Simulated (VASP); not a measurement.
# Ir (Fm-3m) in VASP: a series of runs, part 2 of 2

VASP 6.6.1. The steps go on from the part before.

## Step 3: Single point, PBE

This run uses another cell than the first one, of 14.90 Å³/atom.

Contents of INCAR:

```
PREC = Accurate
ENCUT = 560
EDIFF = 1E-6
ISMEAR = -1
SIGMA = 0.05
LREAL = F
LASPH = T
NELM = 120
ALGO = Normal
ISIF = 2
LWAVE = F
LCHARG = T
GGA = PE
LELF = T
LVHAR = T
NBANDS = 14
GGA_COMPAT = F
```

Contents of KPOINTS:

```
Automatic mesh
0
Gamma
  12 12 12
```

Contents of POSCAR:

```
Ir
1.0
    0.0000000000      1.9531703226      1.9531703226
    1.9531703226      0.0000000000      1.9531703226
    1.9531703226      1.9531703226      0.0000000000
Ir
1
Direct
    0.0000000000      0.0000000000      0.0000000000
```

Potentials or basis: VASP PAW PBE potentials, release 64 (Ir_sv_GW).

Started as:

```sh
> cat potpaw_PBE.64/Ir_sv_GW/POTCAR > POTCAR
> mpirun -np 1 vasp_std > vasp.out
```

Wall time 22 s (1 thread of Intel Xeon Platinum 8259CL at 2.50GHz (Skylake/Cascade Lake), shared host); peak memory 0.15 GiB.

Results (log left out):

* Free energy: -9.4245 eV
* Pressure: -11.1 GPa
* Band gap on the k mesh: zero (an odd number of electrons rules out a gap without spin polarisation)

Levels at points of the mesh, in eV from the Fermi level:
```csv
k point,band 4,band 5,band 6,band 7,band 8,band 9,band 10,band 11,band 12,band 13
"(0.00, 0.00, 0.00)",-49.35,-10.58,-3.60,-3.60,-3.60,-1.13,-1.13,13.74,18.97,18.97
"(0.50, 0.00, 0.00)",-49.44,-7.58,-3.70,-3.70,-0.65,0.80,0.80,6.74,13.38,18.74
"(0.50, 0.50, 0.00)",-49.59,-7.35,-6.81,0.76,1.33,1.33,1.68,9.82,11.25,11.25
```

Caveat: the cell stands under tension; spin-orbit coupling is left out, which moves the levels of the heavy elements.

## Step 4: Single point, r2SCAN

Contents of POSCAR:

```
Ir
1.0
    0.0000000000      1.9156000000      1.9156000000
    1.9156000000      0.0000000000      1.9156000000
    1.9156000000      1.9156000000      0.0000000000
Ir
1
Direct
    0.0000000000      0.0000000000      0.0000000000
```

Contents of INCAR.step1:

```
PREC = Accurate ; ENCUT = 620
ISMEAR = 0 ; SIGMA = 0.1
LREAL = F ; LASPH = T
NELM = 120 ; NBANDS = 14
GGA = PE ; ALGO = Normal
EDIFF = 1E-5 ; LWAVE = T
LCHARG = F ; GGA_COMPAT = F
```

Contents of INCAR.step2:

```
PREC = Accurate ; ENCUT = 620
EDIFF = 1E-6 ; ISMEAR = 0
SIGMA = 0.1 ; LREAL = F
LASPH = T ; NELM = 120
ALGO = Normal ; ISIF = 2
LWAVE = F ; LCHARG = F
METAGGA = R2SCAN ; LMIXTAU = T
NBANDS = 14 ; ISTART = 1
GGA_COMPAT = F
```

Contents of KPOINTS:

```
regular mesh
0
Gamma
  10 10 10
```

Potentials or basis: VASP PAW PBE potentials, release 64 (Ir_sv_GW).

Started as:

```sh
> cat potpaw_PBE.64/Ir_sv_GW/POTCAR > POTCAR
> cp INCAR.step1 INCAR
> mpirun -np 1 vasp_std > vasp.out
> cp INCAR.step2 INCAR
> mpirun -np 1 vasp_std > vasp.out
```

OUTCAR:

```text
PREC = Accurate
   ENCUT = 620
   EDIFF = 1E-6
   ISMEAR = 0
   LREAL = F
   LASPH = T
   NELM = 120
   ISIF = 2
   METAGGA = R2SCAN
   ISTART = 1

 ion  position               nearest neighbor table
   1  0.000  0.000  0.000-

  LATTYP: Found a face centered cubic cell.
 ALAT       =     3.8312000000

  Lattice vectors:

 A1 = (   0.0000000000,   1.9156000000,   1.9156000000)
 A2 = (   1.9156000000,   0.0000000000,   1.9156000000)
 A3 = (   1.9156000000,   1.9156000000,   0.0000000000)

Analysis of symmetry for initial positions (statically):
=====================================================================
 Subroutine PRICEL returns:
 Original cell was already a primitive cell.

 Routine SETGRP: Setting up the symmetry group for a
 face centered cubic supercell.

 Subroutine GETGRP returns: Found 48 space group operations
 (whereof 48 operations were pure point group operations)
 out of a pool of 48 trial point group operations.

The static configuration has the point symmetry O_h .

Analysis of symmetry for dynamics (positions and initial velocities):
[... 169 lines left out ...]
      3     -38.0804      2.00000
      4     -38.0804      2.00000
      5       1.2172      2.00000
      6       8.7515      2.00000
      7       8.7515      2.00000
      8       8.7515      2.00000
      9      11.4808      2.00000
     10      11.4808      2.00000
     11      27.0209      0.00000
     12      32.8698      0.00000
     13      32.8698      0.00000
     14      32.8698      0.00000
[... 377 lines left out ...]
      1     -82.2131      2.00000
      2     -38.7418      2.00000
      3     -38.3536      2.00000
      4     -38.3264      2.00000
      5       5.1647      2.00000
      6       5.9034      2.00000
      7      10.0136      2.00000
      8      11.8851      2.00000
      9      13.5804      0.00000
     10      13.6799      0.00000
     11      26.2120      0.00000
     12      28.4428      0.00000
     13      29.5779      0.00000
     14      34.8148      0.00000

 [... further k-points ...]

------------------------ aborting loop because EDIFF is reached ----------------------------------------

  FORCE on cell =-STRESS in cart. coord.  units (eV):
  Direction    XX          YY          ZZ          XY          YZ          ZX
  --------------------------------------------------------------------------------------
  -------------------------------------------------------------------------------------
  Total        0.2686096      0.2686096      0.2686096      0.0000000      0.0000000     -0.0000000
  in kB       30.6117111     30.6117111     30.6117111      0.0000000      0.0000000     -0.0000000
  external PRESSURE =      30.6117111 kB  Pullay stress =       0.0000000 kB

 VOLUME and BASIS-vectors are now :
 -----------------------------------------------------------------------------
  energy-cutoff  :      620.00
  volume of cell :       14.06
      direct lattice vectors                 reciprocal lattice vectors
     0.000000000  1.915600000  1.915600000    -0.261014826  0.261014826  0.261014826
     1.915600000  0.000000000  1.915600000     0.261014826 -0.261014826  0.261014826
     1.915600000  1.915600000  0.000000000     0.261014826  0.261014826 -0.261014826

 POSITION                                       TOTAL-FORCE (eV/Angst)
 -----------------------------------------------------------------------------------
      0.00000      0.00000      0.00000         0.000000      0.000000      0.000000
 -----------------------------------------------------------------------------------
    total drift:                                0.000000      0.000000      0.000000

  FREE ENERGIE OF THE ION-ELECTRON SYSTEM (eV)
  ---------------------------------------------------
  free  energy   TOTEN  =       -52.9172546026 eV

  energy  without entropy=      -52.9127403439  energy(sigma->0) =      -52.91499747
```

OSZICAR.step1:

```text
N       E                     dE             d eps       ncg     rms          rms(c)
DAV:   1     0.133789248901E+03    0.13379E+03   -0.12482E+04  1324   0.144E+03
DAV:   2    -0.835866403241E+01   -0.14215E+03   -0.13579E+03  1658   0.430E+02
DAV:   3    -0.104818265271E+02   -0.21232E+01   -0.21150E+01  1436   0.501E+01
DAV:   4    -0.104854240472E+02   -0.35975E-02   -0.35974E-02  1562   0.255E+00
DAV:   5    -0.104854320205E+02   -0.79732E-05   -0.79737E-05  1442   0.114E-01    0.697E+01
DAV:   6    -0.951065170236E+01    0.97478E+00   -0.12916E+00  1352   0.124E+01    0.375E+01
DAV:   7    -0.942985563604E+01    0.80796E-01   -0.42359E-01  1466   0.666E+00    0.639E+00
DAV:   8    -0.941338877611E+01    0.16467E-01   -0.62279E-02  1316   0.313E+00    0.603E-01
DAV:   9    -0.941339293487E+01   -0.41588E-05   -0.77967E-04  1466   0.346E-01    0.285E-01
DAV:  10    -0.941329978625E+01    0.93149E-04   -0.14079E-04  1418   0.174E-01    0.213E-01
DAV:  11    -0.941330098024E+01   -0.11940E-05   -0.58420E-06   694   0.319E-02
   1 F= -.94133010E+01 E0= -.94104903E+01  d E =-.562133E-02
```

Wall time 21 s (1 thread of Intel Xeon 6975P-C (Granite Rapids), shared host); peak memory 0.15 GiB.

Results:

```yaml
Free_energy: -52.9173 eV
Pressure: 3.1 GPa
Band_gap_on_the_k_mesh: zero (an odd number of electrons rules out a gap without spin polarisation)
```

Caveat: the cell stands under pressure; the PAW data sets were made with another functional, which shifts forces and pressure a little; spin-orbit coupling is left out, which moves the levels of the heavy elements.
